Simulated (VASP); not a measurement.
Zn3Cd: single point with LDA

The system is Zn3Cd.

```
Zn Cd
1.0
    -2.01442    2.01442    4.01570
     2.01442   -2.01442    4.01570
     2.01442    2.01442   -4.01570
Zn Cd
3 1
Direct
  0.75000 0.25000 0.50000
  0.25000 0.75000 0.50000
  0.50000 0.50000 0.00000
  0.00000 0.00000 0.00000
```

| Property | Result |
| --- | --- |
| Program | VASP 6.6.1 |
| Task | single point |
| Functional | LDA |
| Potentials or basis | VASP PAW LDA potentials, release 64 (Zn, Cd) |
| Cutoff | 520 eV |
| k mesh | 8 × 8 × 8 |
| Occupations | methfessel-paxton, width 0.1 eV |
| Spin | no spin polarisation |
| Dipole correction | no |
| Further INCAR settings | ALGO = Normal; EDIFF = 1e-07; NBANDS = 32 |

```json
{
  "Pressure": "-4.2 GPa",
  "Band gap on the k mesh": "zero (band 24 reaches 5.22 eV, above the bottom of band 25 at 1.56 eV)"
}
```

Stress tensor (GPa, compression positive):
```
-4.88  0.00  0.00
 0.00 -4.88  0.00
 0.00  0.00 -2.69
```

Levels at points of the mesh, in eV from the Fermi level:
```
           k point  band 20  band 21  band 22  band 23  band 24  band 25  band 26  band 27  band 28  band 29
(0.00, 0.00, 0.00)    -7.01    -6.95    -0.91     1.74     2.25     2.25     2.27     2.35     2.35     3.53
(0.50, 0.00, 0.00)    -7.07    -6.33    -6.24    -1.59    -1.15     2.99     3.08     3.58     4.26     7.71
(0.50, 0.50, 0.00)    -7.04    -4.62    -4.28    -2.77    -2.72    -1.38    -1.16     5.10     5.18     5.29
(0.50, 0.50, 0.50)    -7.00    -6.96    -6.95    -0.96    -0.96     1.55     1.95     7.54     7.96     7.96
```

It took 2.2 min on 1 thread of Intel(R) Xeon(R) Platinum 8259CL CPU @ 2.50GHz (Skylake/Cascade Lake) (shared host), peak memory 0.26 GiB.
